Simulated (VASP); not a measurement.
# Re (P6_3/mmc) in VASP: a series of runs

The runs below take Re through single point, with PBE.

Program: VASP 6.6.1. These are calculated values, not measurements. Logs are shortened: lines on timing, memory, paths and dates and some standing lists are left out, and cuts for length are marked.

### Step 1. The cell of the first run

It takes space group P6_3/mmc (No. 194, hexagonal). The conventional cell has a = 2.775 Å, b = 2.775 Å, c = 4.484 Å, α = 90.00°, β = 90.00°, γ = 120.00°. Within 3.6 Å of Re (site symmetry -6m2) lie 12 Re at 2.76 to 2.77 Å.

### Step 2. Single point, PBE

INCAR reads:

```
  PREC = Accurate
  ENCUT = 520
  EDIFF = 1E-6
  ISMEAR = 0
  SIGMA = 0.1
  LREAL = F
  LASPH = T
  NELM = 80
  ALGO = Normal
  ISIF = 2
  LWAVE = F
  LCHARG = F
  GGA = PE
  NBANDS = 14
```

KPOINTS reads:

```
regular mesh
0
Gamma
  18 18 10
```

POSCAR reads:

```
Re
1.0
    2.7748915361      0.0000000000      0.0000000000
   -1.3874457681      2.4031265630      0.0000000000
    0.0000000000      0.0000000000      4.4841313197
Re
2
Direct
    0.3333333333      0.6666666667      0.7500000000
    0.6666666667      0.3333333333      0.2500000000
```

Potentials or basis: VASP PAW PBE potentials, release 64 (Re).

Launch:

```
$ cat potpaw_PBE.64/Re/POTCAR > POTCAR
$ mpirun -np 1 vasp_std > vasp.out
```

OUTCAR:

```text
PREC = Accurate
   ENCUT = 520
   EDIFF = 1E-6
   ISMEAR = 0
   LREAL = F
   LASPH = T
   NELM = 80
   ISIF = 2
   GGA = PE

 ion  position               nearest neighbor table
   1  0.333  0.667  0.750-   2 2.76   2 2.76   2 2.76   2 2.76   2 2.76   2 2.76
   2  0.667  0.333  0.250-   1 2.76   1 2.76   1 2.76   1 2.76   1 2.76   1 2.76

  LATTYP: Found a hexagonal cell.
 ALAT       =     2.7748915361
 C/A-ratio  =     1.6159663401

  Lattice vectors:

 A1 = (   2.7748915361,   0.0000000000,   0.0000000000)
 A2 = (  -1.3874457681,   2.4031265630,   0.0000000000)
 A3 = (   0.0000000000,   0.0000000000,   4.4841313197)

Analysis of symmetry for initial positions (statically):
=====================================================================
 Subroutine PRICEL returns:
 Original cell was already a primitive cell.

 Routine SETGRP: Setting up the symmetry group for a
 hexagonal supercell.

 Subroutine GETGRP returns: Found 24 space group operations
 (whereof 12 operations were pure point group operations)
 out of a pool of 24 trial point group operations.

The static configuration has the point symmetry D_3d.
 The point group associated with its full space group is D_6h.

Analysis of symmetry for dynamics (positions and initial velocities):
=====================================================================
 Subroutine PRICEL returns:
 Original cell was already a primitive cell.

 Routine SETGRP: Setting up the symmetry group for a
 hexagonal supercell.

 Subroutine GETGRP returns: Found 24 space group operations
 (whereof 12 operations were pure point group operations)
 out of a pool of 24 trial point group operations.

The dynamic configuration has the point symmetry D_3d.
 The point group associated with its full space group is D_6h.

 Subroutine INISYM returns: Found 24 space group operations
 (whereof 12 operations are pure point group operations),
 and found     1 'primitive' translations

----------------------------------------------------------------------------------------

                                     Primitive cell

  volume of cell :      29.9021

  direct lattice vectors                    reciprocal lattice vectors
     2.774891536  0.000000000  0.000000000     0.360374446  0.208062283  0.000000000
    -1.387445768  2.403126563  0.000000000     0.000000000  0.416124567  0.000000000
     0.000000000  0.000000000  4.484131320     0.000000000  0.000000000  0.223008634

  length of vectors
     2.774891536  2.774891536  4.484131320     0.416124567  0.416124567  0.223008634

  position of ions in fractional coordinates (direct lattice)
[... 93 lines left out ...]
   EFERMI =   0.00;   METHOD = LEGACY
   ISMEAR =     0;   SIGMA  =   0.10  broadening in eV -4-tet -1-fermi 0-gaus
   EFERMI_NEDOS =   21; number of points for ismear=-14 and -15
   IALGO  =     38    algorithm
   IMIX   =      4    mixing-type and parameters
     AMIX     =   0.40;   BMIX     =  1.00
     AMIX_MAG =   1.60;   BMIX_MAG =  1.00
  volume/ion in A,a.u.               =      14.95       100.89
  Fermi-wavevector in a.u.,A,eV,Ry     =   1.271210  2.402238 21.986661  1.615974
  Thomas-Fermi vector in A             =   2.404155
   LORBIT       =      0    0 simple, 1 ext, 2 COOP (PROOUT), +10 PAW based schemes
   GGA     = PE    functional components
   LHFCALC =     F    Hartree Fock is set to
   AEXX    =    0.0000 exact exchange contribution
   IVDW    =     0    specifies the selected vdW correction
   LEPSILON=     F    determine dielectric tensor
   LRPA    =     F    only Hartree local field effects (RPA)
 non-spin polarized calculation
 Gauss-broadening in eV      SIGMA  =   0.10
  energy-cutoff  :      520.00
  volume of cell :       29.90
 maximum number of plane-waves:       817
 NGX is ok and might be reduce to    24

 number of electron      14.0000000 magnetization

 Free energy of the ion-electron system (eV)
  ---------------------------------------------------
  ext. energy  EPLUGINS =         0.00000000
  ---------------------------------------------------
  free energy    TOTEN  =       -24.85450429 eV

  energy without entropy =      -24.84611511  energy(sigma->0) =      -24.85030970

 E-fermi :   7.6736     XC(G=0): -13.6426

 val. band max:        7.6683245568   @ k =   0.1667   0.0556   0.1000
 cond. band min:       7.6807574119   @ k =   0.3333   0.1667   0.4000
 fundamental gap:      0.0124328550
 Fermi energy:         7.6735994440

 k-point     1 :       0.0000    0.0000    0.0000
  band No.  band energies     occupation
      1      -2.0669      2.00000
      2       1.1818      2.00000
      3       6.1411      2.00000
      4       6.1523      2.00000
      5       6.1523      2.00000
      6       6.9653      2.00000
      7       6.9653      2.00000
      8       7.8805      0.00344
      9       7.8805      0.00344
     10       8.2667      0.00000
     11      10.9781      0.00000
     12      10.9781      0.00000
     13      17.4851      0.00000
     14      21.8190      0.00000
[... 377 lines left out ...]
      1       2.2025      2.00000
      2       2.3463      2.00000
      3       2.6738      2.00000
      4       5.4214      2.00000
      5       5.6567      2.00000
      6       6.3319      2.00000
      7       7.0683      2.00000
      8      10.8154      0.00000
      9      11.4022      0.00000
     10      11.6724      0.00000
     11      13.1940      0.00000
     12      15.9266      0.00000
     13      17.6941      0.00000
     14      18.8019      0.00000

 [... further k-points ...]

------------------------ aborting loop because EDIFF is reached ----------------------------------------

  FORCE on cell =-STRESS in cart. coord.  units (eV):
  Direction    XX          YY          ZZ          XY          YZ          ZX
  --------------------------------------------------------------------------------------
  -------------------------------------------------------------------------------------
  Total       -0.0943036     -0.0943036     -0.1223528      0.0000000      0.0000000      0.0000000
  in kB       -5.0528693     -5.0528693     -6.5557683      0.0000000      0.0000000      0.0000000
  external PRESSURE =      -5.5538357 kB  Pullay stress =       0.0000000 kB

 VOLUME and BASIS-vectors are now :
 -----------------------------------------------------------------------------
  energy-cutoff  :      520.00
  volume of cell :       29.90
      direct lattice vectors                 reciprocal lattice vectors
     2.774891536  0.000000000  0.000000000     0.360374446  0.208062283  0.000000000
    -1.387445768  2.403126563  0.000000000     0.000000000  0.416124567  0.000000000
     0.000000000  0.000000000  4.484131320     0.000000000  0.000000000  0.223008634

 POSITION                                       TOTAL-FORCE (eV/Angst)
 -----------------------------------------------------------------------------------
     -0.00000      1.60208      3.36310         0.000000      0.000000      0.000000
      1.38745      0.80104      1.12103        -0.000000      0.000000      0.000000
 -----------------------------------------------------------------------------------
    total drift:                               -0.000000      0.000000     -0.000000

  FREE ENERGIE OF THE ION-ELECTRON SYSTEM (eV)
  ---------------------------------------------------
  free  energy   TOTEN  =       -24.8545042882 eV

  energy  without entropy=      -24.8461151081  energy(sigma->0) =      -24.85030970
```

OSZICAR:

```text
N       E                     dE             d eps       ncg     rms          rms(c)
DAV:   1     0.201984542670E+02    0.20198E+02   -0.68053E+03 12424   0.124E+03
DAV:   2    -0.252149932031E+02   -0.45413E+02   -0.40130E+02 10172   0.282E+02
DAV:   3    -0.262736106023E+02   -0.10586E+01   -0.10301E+01  9658   0.436E+01
DAV:   4    -0.262843567434E+02   -0.10746E-01   -0.10736E-01  9726   0.317E+00
DAV:   5    -0.262845616751E+02   -0.20493E-03   -0.20491E-03  9566   0.734E-01    0.414E+01
DAV:   6    -0.252182684319E+02    0.10663E+01   -0.84394E-01 10792   0.258E+01    0.165E+01
DAV:   7    -0.248686292344E+02    0.34964E+00   -0.55667E-01 10866   0.203E+01    0.688E-01
DAV:   8    -0.248551140338E+02    0.13515E-01   -0.93488E-03 11378   0.122E+00    0.245E-01
DAV:   9    -0.248544862980E+02    0.62774E-03   -0.39329E-04 11540   0.210E-01    0.415E-02
DAV:  10    -0.248545028613E+02   -0.16563E-04   -0.38992E-05  9912   0.440E-02    0.124E-02
DAV:  11    -0.248545048986E+02   -0.20373E-05   -0.31465E-07  5842   0.266E-02    0.280E-03
DAV:  12    -0.248545042882E+02    0.61036E-06   -0.30962E-07  4702   0.115E-02
   1 F= -.24854504E+02 E0= -.24850310E+02  d E =-.838918E-02
```

Wall time 88 s (1 thread of Intel Xeon Platinum 8259CL at 2.50GHz (Skylake/Cascade Lake), shared host); peak memory 0.21 GiB.

Results:

| Item | Value |
| --- | --- |
| Free energy | -24.8545 eV |
| Pressure | -0.6 GPa |
| Band gap on the k mesh | zero (bands 7 and 8 overlap by 3.08 eV) |

Levels at points of the mesh, in eV from the Fermi level:
```csv
k point,band 5,band 6,band 7,band 8,band 9,band 10
"(0.00, 0.00, 0.00)",-1.52,-0.71,-0.71,0.21,0.21,0.59
"(0.50, 0.00, 0.00)",-1.71,-1.34,-0.58,3.89,4.27,4.41
"(0.00, 0.00, 0.50)",-1.65,-1.65,-1.65,-1.65,2.50,2.50
"(0.50, 0.00, 0.50)",0.41,0.41,0.91,0.91,4.19,4.19
```

Caveat: spin-orbit coupling is left out, which moves the levels of the heavy elements.

### Step 3. Single point, PBE

This run uses another cell than the first one, of the same volume but with other edges.

INCAR reads:

```
SYSTEM = Re
ALGO     = Fast           ! electronic algorithm
EDIFF    = 1E-6           ! SCF threshold, eV
ENCUT    = 520            ! plane-wave cutoff, eV
GGA      = PE             ! functional
ISIF     = 2              ! what is computed and relaxed
ISMEAR   = 0              ! smearing method
ISYM     = 0            
LASPH    = .True.         ! aspherical terms in the spheres
LCHARG   = .False.        ! write CHGCAR
LREAL    = .False.        ! projectors in reciprocal space
LWAVE    = .False.        ! write WAVECAR
NBANDS   = 14             ! bands
NELM     = 100            ! most SCF steps
PREC     = Accurate       ! precision mode
SIGMA    = 0.1            ! smearing width, eV
```

KPOINTS reads:

```
k-points
0
Gamma
  13 7 16
  0 0 0
```

POSCAR reads:

```
Re
1.0
    2.7748915361      0.0000000000      0.0000000000
   -1.3874457681      5.0874798250      0.0000000000
    1.3874457681      1.1351430328      2.1181283184
Re
2
Direct
    0.5833333333      0.2500000000      0.0833333333
    0.4166666667      0.7500000000      0.9166666667
```

Potentials or basis: VASP PAW PBE potentials, release 64 (Re).

Launch:

```
$ cat potpaw_PBE.64/Re/POTCAR > POTCAR
$ mpirun -np 1 vasp_std > vasp.out
```

Run time: 6.4 min. Hardware: 1 thread of Intel Xeon Platinum 8259CL at 2.50GHz (Skylake/Cascade Lake), shared host; peak memory 0.39 GiB.

It converged, with:

| Quantity | Value |
| --- | --- |
| Free energy | -24.8549 eV |
| Pressure | -0.6 GPa |
| Largest force | 0.014 eV/Å |
| Band gap on the k mesh | zero (bands 7 and 8 overlap by 3.15 eV) |

Forces in eV/Å, atoms in the order of the input:
```
Re  -0.003 -0.006 -0.012
Re   0.003  0.006  0.012
```

Stress tensor (GPa, compression positive):
```
-0.47 -0.18 -0.16
-0.18 -0.62  0.01
-0.16  0.01 -0.64
```

Levels at points of the mesh, in eV from the Fermi level:
| k point | band 3 | band 4 | band 5 | band 6 | band 7 | band 8 | band 9 | band 10 | band 11 | band 12 |
| --- | --- | --- | --- | --- | --- | --- | --- | --- | --- | --- |
| (0.00, 0.00, 0.00) | -1.54 | -1.53 | -1.53 | -0.72 | -0.71 | 0.20 | 0.20 | 0.58 | 3.30 | 3.30 |
| (0.00, 0.00, 0.50) | -3.99 | -3.99 | 0.40 | 0.40 | 0.90 | 0.90 | 4.18 | 4.18 | 4.68 | 4.68 |

Caveat: spin-orbit coupling is left out, which moves the levels of the heavy elements.
